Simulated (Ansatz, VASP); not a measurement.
CaSe: VASP beside Ansatz

File POSCAR:

```
CaSe
1.0
    0.0000000000      3.2464322208      3.2464322208
    3.2464322208      0.0000000000      3.2464322208
    3.2464322208      3.2464322208      0.0000000000
Ca Se
1 1
Direct
    0.0000000000      0.0000000000      0.0000000000
    0.2500000000      0.2500000000      0.2500000000
```

File INCAR.step1:

```
  PREC = Accurate
  ENCUT = 520
  ISMEAR = 0
  SIGMA = 0.01
  LREAL = F
  LASPH = T
  NELM = 80
  NBANDS = 15
  GGA = PE
  ALGO = Normal
  EDIFF = 1E-4
  LWAVE = T
  LCHARG = F
```

The input INCAR.step2:

```
  PREC = Accurate
  ENCUT = 520
  EDIFF = 1E-6
  ISMEAR = 0
  SIGMA = 0.01
  LREAL = F
  LASPH = T
  NELM = 80
  ALGO = Normal
  ISIF = 2
  LWAVE = F
  LCHARG = T
  METAGGA = R2SCAN
  LMIXTAU = T
  LELF = T
  LVHAR = T
  NBANDS = 15
  ISTART = 1
```

File KPOINTS:

```
regular mesh
0
Gamma
  6 6 6
```

Input for Ansatz:

```yaml
crystal:
  lattice:
    - [0.0, 3.2464322208, 3.2464322208]
    - [3.2464322208, 0.0, 3.2464322208]
    - [3.2464322208, 3.2464322208, 0.0]
  atoms:
    - { symbol: Ca, position: [0.0, 0.0, 0.0] }
    - { symbol: Se, position: [0.25, 0.25, 0.25] }
kpoints:
  mp_grid: { grid: [6, 6, 6] }
hamiltonian:
  xc: r2scan
scf:
  occupations: { method: fixed }
  n_extra_bands: 4
output:
  forces: true
  stress: true
  eigenvalues: true
```

Alike in both runs: task single point; functional r2SCAN; k mesh 6 × 6 × 6; no spin polarisation.

```csv
,VASP,Ansatz
version,VASP 6.6.1,Ansatz 0.2.0
potentials or method,"VASP PAW PBE potentials, release 64 (Ca_sv, Se)","plane waves, PAW"
plane-wave cutoff (eV),520,500
occupations,"gaussian, width 0.01 eV",fixed
valence electrons in the cell,16,26
```

VASP gave:

```
gap on the k mesh at the Fermi level (eV) : 3.79
pressure (GPa)                            : 1.3
```

Task: What did Ansatz give for the same quantities?

Result: gap on the k mesh at the Fermi level (eV): 3.80; pressure (GPa): 1.1.

VASP's potentials were made for PBE, not for r2SCAN. VASP's potentials hold 16 valence electrons a cell and Ansatz's 26, so a difference there can come from the potentials and not from the codes.
